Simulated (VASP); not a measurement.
# CoSi2 (Fm-3m) in VASP: a series of runs, part 2 of 2

VASP 6.6.1.

### Step 3. Single point, PBEsol, collinear spin, ferromagnetic start

INCAR

```
  PREC = Accurate
  ENCUT = 600
  EDIFF = 1E-6
  ISMEAR = -1
  SIGMA = 0.05
  LREAL = False
  LASPH = True
  NELM = 200
  ALGO = Normal
  ISIF = 2
  LWAVE = False
  LCHARG = True
  ISPIN = 2
  MAGMOM = 0.5 0 0
  LORBIT = 11
  NUPDOWN = 0.5
  LMAXMIX = 4
  GGA = PS
  LELF = True
  LVHAR = True
  NBANDS = 24
  GGA_COMPAT = False
```

KPOINTS

```
Automatic mesh
0
Gamma
  7 7 7
```

POSCAR

```
CoSi2
1.0
    0.0000000000      2.6780000000      2.6780000000
    2.6780000000      0.0000000000      2.6780000000
    2.6780000000      2.6780000000      0.0000000000
Co Si
1 2
Direct
    0.0000000000      0.0000000000      0.0000000000
    0.7500000000      0.7500000000      0.7500000000
    0.2500000000      0.2500000000      0.2500000000
```

Potentials or basis: VASP PAW PBE potentials, release 64 (Co_sv, Si).

Command:

```console
cat potpaw_PBE.64/Co_sv/POTCAR potpaw_PBE.64/Si/POTCAR > POTCAR
mpirun -np 1 vasp_std > vasp.out
```

OUTCAR:

```text
PREC = Accurate
   ENCUT = 600
   EDIFF = 1E-6
   ISMEAR = -1
   LREAL = False
   LASPH = True
   NELM = 200
   ISIF = 2
   ISPIN = 2
   LORBIT = 11
   NUPDOWN = 0.5
   GGA = PS

 ion  position               nearest neighbor table
   1  0.000  0.000  0.000-   2 2.32   3 2.32   2 2.32   2 2.32   3 2.32   2 2.32   3 2.32   3 2.32

   2  0.750  0.750  0.750-   1 2.32   1 2.32   1 2.32   1 2.32   3 2.68   3 2.68   3 2.68   3 2.68
                             3 2.68   3 2.68
   3  0.250  0.250  0.250-   1 2.32   1 2.32   1 2.32   1 2.32   2 2.68   2 2.68   2 2.68   2 2.68
                             2 2.68   2 2.68

  LATTYP: Found a face centered cubic cell.
 ALAT       =     5.3560000000

  Lattice vectors:

 A1 = (   0.0000000000,   2.6780000000,   2.6780000000)
 A2 = (   2.6780000000,   0.0000000000,   2.6780000000)
 A3 = (   2.6780000000,   2.6780000000,   0.0000000000)

Analysis of symmetry for initial positions (statically):
=====================================================================
 Subroutine PRICEL returns:
 Original cell was already a primitive cell.

 Routine SETGRP: Setting up the symmetry group for a
 face centered cubic supercell.

 Subroutine GETGRP returns: Found 48 space group operations
 (whereof 48 operations were pure point group operations)
 out of a pool of 48 trial point group operations.

The static configuration has the point symmetry O_h .

Analysis of symmetry for dynamics (positions and initial velocities):
=====================================================================
 Subroutine PRICEL returns:
 Original cell was already a primitive cell.

 Routine SETGRP: Setting up the symmetry group for a
 face centered cubic supercell.

 Subroutine GETGRP returns: Found 48 space group operations
 (whereof 48 operations were pure point group operations)
 out of a pool of 48 trial point group operations.

The dynamic configuration has the point symmetry O_h .

Analysis of structural, dynamic, and magnetic symmetry:
=====================================================================
 Subroutine PRICEL returns:
 Original cell was already a primitive cell.

 Routine SETGRP: Setting up the symmetry group for a
 face centered cubic supercell.

 Subroutine GETGRP returns: Found 48 space group operations
 (whereof 48 operations were pure point group operations)
 out of a pool of 48 trial point group operations.

The overall configuration has the point symmetry O_h .

 Subroutine INISYM returns: Found 48 space group operations
 (whereof 48 operations are pure point group operations),
 and found     1 'primitive' translations

----------------------------------------------------------------------------------------

                                     Primitive cell

  volume of cell :      38.4115

  direct lattice vectors                    reciprocal lattice vectors
     0.000000000  2.678000000  2.678000000    -0.186706497  0.186706497  0.186706497
     2.678000000  0.000000000  2.678000000     0.186706497 -0.186706497  0.186706497
     2.678000000  2.678000000  0.000000000     0.186706497  0.186706497 -0.186706497

  length of vectors
     3.787263920  3.787263920  3.787263920     0.323385140  0.323385140  0.323385140

[... 72 lines left out ...]
   LNONCOLLINEAR =      F non collinear calculations
   LSORBIT =      F    spin-orbit coupling
   LASPH  =      T    aspherical Exc in radial PAW
   ENCUT  =  600.0 eV  44.10 Ry    6.64 a.u.   7.56  7.56  7.56*2*pi/ulx,y,z
   NELM   =    200;   NELMIN=  2; NELMDL= -5     # of ELM steps
   EDIFF  = 0.1E-05   stopping-criterion for ELM
   LREAL  =      F    real-space projection
   EDIFFG = 0.1E-04   stopping-criterion for IOM
   NSW    =      0    number of steps for IOM
   IBRION =     -1    ionic relax: 0-MD 1-quasi-New 2-CG
   NFREE  =      0    steps in history (QN), initial steepest desc. (CG)
   ISIF   =      2    stress and relaxation
   ISYM   =      2    0-nonsym 1-usesym 2-fastsym
   POTIM  = 0.5000    time-step for ionic-motion
   TEBEG  =    0.0;   TEEND  =   0.0 temperature during run
   PSTRESS=    0.0 pullay stress
   NELECT =      25.0000    total number of electrons
   NUPDOWN=       0.5000    fix difference up-down
   EMIN   =  10.00;   EMAX   =-10.00  energy-range for DOS
   EFERMI =   0.00;   METHOD = LEGACY
   ISMEAR =    -1;   SIGMA  =   0.05  broadening in eV -4-tet -1-fermi 0-gaus
   EFERMI_NEDOS =   21; number of points for ismear=-14 and -15
   IALGO  =     38    algorithm
   IMIX   =      4    mixing-type and parameters
     AMIX     =   0.40;   BMIX     =  1.00
     AMIX_MAG =   1.60;   BMIX_MAG =  1.00
  volume/ion in A,a.u.               =      12.80        86.40
  Fermi-wavevector in a.u.,A,eV,Ry     =   1.418734  2.681018 27.385884  2.012806
  Thomas-Fermi vector in A             =   2.539828
   LORBIT       =     11    0 simple, 1 ext, 2 COOP (PROOUT), +10 PAW based schemes
   GGA     = PS    functional components
   LHFCALC =     F    Hartree Fock is set to
   AEXX    =    0.0000 exact exchange contribution
   IVDW    =     0    specifies the selected vdW correction
   LEPSILON=     F    determine dielectric tensor
   LRPA    =     F    only Hartree local field effects (RPA)
 spin polarized calculation
  energy-cutoff  :      600.00
  volume of cell :       38.41
 maximum number of plane-waves:      1307
 NGX is ok and might be reduce to    30
   NGX = 15   NGY = 15   NGZ = 15

 number of electron      24.9999981 magnetization       0.5000000

 Free energy of the ion-electron system (eV)
  ---------------------------------------------------
  ext. energy  EPLUGINS =         0.00000000
  ---------------------------------------------------
  free energy    TOTEN  =       -20.93961158 eV

  energy without entropy =      -20.92606100  energy(sigma->0) =      -20.93283629

 E-fermi :  10.1591     XC(G=0): -11.9984

 val. band max:       11.0654093928   @ k =  -0.2857   0.1429   0.0000
 cond. band min:      10.3070285307   @ k =   0.4286   0.0000   0.0000
 fundamental gap:     -0.7583808621
 Fermi energy:        11.1023686158

 spin component 1

 k-point     1 :       0.0000    0.0000    0.0000
  band No.  band energies     occupation
      1     -84.1609      1.00000
      2     -47.6028      1.00000
      3     -47.6028      1.00000
      4     -47.6028      1.00000
      5      -2.6971      1.00000
      6       6.2968      1.00000
[... 529 lines left out ...]
     23      25.0424      0.00000
     24      28.0239      0.00000
 Fermi energy:        10.1591159751

 spin component 2

 k-point     1 :       0.0000    0.0000    0.0000
  band No.  band energies     occupation
      1     -83.8674      1.00000
      2     -47.3163      1.00000
      3     -47.3163      1.00000
      4     -47.3163      1.00000
      5      -2.5841      1.00000
      6       6.4765      1.00000
[... 529 lines left out ...]
     23      25.1588      0.00000
     24      28.1400      0.00000

------------------------ aborting loop because EDIFF is reached ----------------------------------------

  FORCE on cell =-STRESS in cart. coord.  units (eV):
  Direction    XX          YY          ZZ          XY          YZ          ZX
  --------------------------------------------------------------------------------------
  -------------------------------------------------------------------------------------
  Total       -1.0922985     -1.0922985     -1.0922985     -0.0000000     -0.0000000     -0.0000000
  in kB      -45.5606793    -45.5606793    -45.5606793     -0.0000000     -0.0000000     -0.0000000
  external PRESSURE =     -45.5606793 kB  Pullay stress =       0.0000000 kB

 VOLUME and BASIS-vectors are now :
 -----------------------------------------------------------------------------
  energy-cutoff  :      600.00
  volume of cell :       38.41
      direct lattice vectors                 reciprocal lattice vectors
     0.000000000  2.678000000  2.678000000    -0.186706497  0.186706497  0.186706497
     2.678000000  0.000000000  2.678000000     0.186706497 -0.186706497  0.186706497
     2.678000000  2.678000000  0.000000000     0.186706497  0.186706497 -0.186706497

 POSITION                                       TOTAL-FORCE (eV/Angst)
 -----------------------------------------------------------------------------------
      0.00000      0.00000      0.00000        -0.000000     -0.000000     -0.000000
      4.01700      4.01700      4.01700        -0.000000     -0.000000     -0.000000
      1.33900      1.33900      1.33900         0.000000      0.000000      0.000000
 -----------------------------------------------------------------------------------
    total drift:                                0.000000     -0.000000     -0.000000

  FREE ENERGIE OF THE ION-ELECTRON SYSTEM (eV)
  ---------------------------------------------------
  free  energy   TOTEN  =       -20.9396115762 eV

  energy  without entropy=      -20.9260610040  energy(sigma->0) =      -20.93283629

 total charge

# of ion       s       p       d       tot
------------------------------------------
    1        2.271   6.173   6.873  15.318
    2        0.719   0.871   0.000   1.589
    3        0.719   0.871   0.000   1.589
--------------------------------------------------
tot          3.709   7.915   6.873  18.496

 magnetization (x)

# of ion       s       p       d       tot
------------------------------------------
    1        0.003   0.022   0.238   0.263
    2        0.005   0.032   0.000   0.037
    3        0.005   0.032   0.000   0.037
--------------------------------------------------
tot          0.012   0.087   0.238   0.337
```

stdout:

```text
POSCAR found type information on POSCAR CoSi
 POSCAR found :  2 types and       3 ions
 scaLAPACK will be used
 -----------------------------------------------------------------------------
|                                                                             |
|                                                                             |
|     You enforced a specific xc type in the INCAR file but a different       |
|     I HOPE YOU KNOW WHAT YOU ARE DOING!                                     |
|                                                                             |
 -----------------------------------------------------------------------------

 LDA part: xc-table for (Slater+PW92), standard interpolation
 POSCAR, INCAR and KPOINTS ok, starting setup
 FFT: planning ... GRIDC
 FFT: planning ... GRID_SOFT
 FFT: planning ... GRID
 WAVECAR not read
 entering main loop
```

Wall time 34 s (1 thread of Intel Xeon Platinum 8488C (Sapphire Rapids), shared host); peak memory 0.2 GiB.

What came out:

* Free energy: -20.9396 eV
* Pressure: -4.6 GPa
* Net moment: 0.50 μB per cell
* Site moments: Co +0.26; Si +0.04 μB
* Valence electrons inside the program's atomic spheres: Co 15.32; Si 1.59

Caveat: the PAW data sets were made with another functional, which shifts forces and pressure a little; the total moment is fixed, so each spin has its own Fermi level.

### Step 4. Single point, PBEsol, collinear spin, ferromagnetic start

INCAR

```
SYSTEM = CoSi2
PREC = Accurate
ENCUT = 600
EDIFF = 1E-6
ISMEAR = -1
SIGMA = 0.05
LREAL = .False.
LASPH = .True.
NELM = 200
ALGO = Normal
ISIF = 2
LWAVE = .False.
LCHARG = .False.
ISPIN = 2
MAGMOM = 1 0 0
LORBIT = 11
NUPDOWN = 1.0
LMAXMIX = 4
GGA = PS
NBANDS = 24
GGA_COMPAT = .False.
```

KPOINTS

```
regular mesh
0
Gamma
  7 7 7
  0 0 0
```

POSCAR is that of step 3.

Command:

```console
cat potpaw_PBE.64/Co_sv/POTCAR potpaw_PBE.64/Si/POTCAR > POTCAR
mpirun -np 1 vasp_std > vasp.out
```

It took 59 s on 1 thread of Intel Xeon Platinum 8375C at 2.90GHz (Ice Lake), shared host; peak memory 0.2 GiB.

It converged, with:

```
Free energy                                           : -20.5882 eV
Pressure                                              : -1.1 GPa
Net moment                                            : 1.00 μB per cell
Site moments                                          : Co +0.55; Si +0.08 μB
Valence electrons inside the program's atomic spheres : Co 15.31; Si 1.60
```

Caveat: the PAW data sets were made with another functional, which shifts forces and pressure a little; the total moment is fixed, so each spin has its own Fermi level.

### Step 5. Summary

| fixed moment (μB) | pressure (GPa) | moment (μB) |
| --- | --- | --- |
| 4.0 | 30.2 | 4.00 |
| 0.5 | -4.6 | 0.50 |
| 1.0 | -1.1 | 1.00 |

Alike in all rows: task single point; level PBEsol; potentials or basis VASP PAW PBE potentials, release 64 (Co_sv, Si); spin collinear, ferromagnetic start; cell as given; k mesh 7 × 7 × 7; cutoff (eV) 600; smearing fermi-dirac 0.05 eV.

Caveats: the PAW data sets were made with another functional, which shifts forces and pressure a little; the total moment is fixed, so each spin has its own Fermi level.

Total energies depend on the potentials used, so only differences within one code and one set of settings carry meaning.
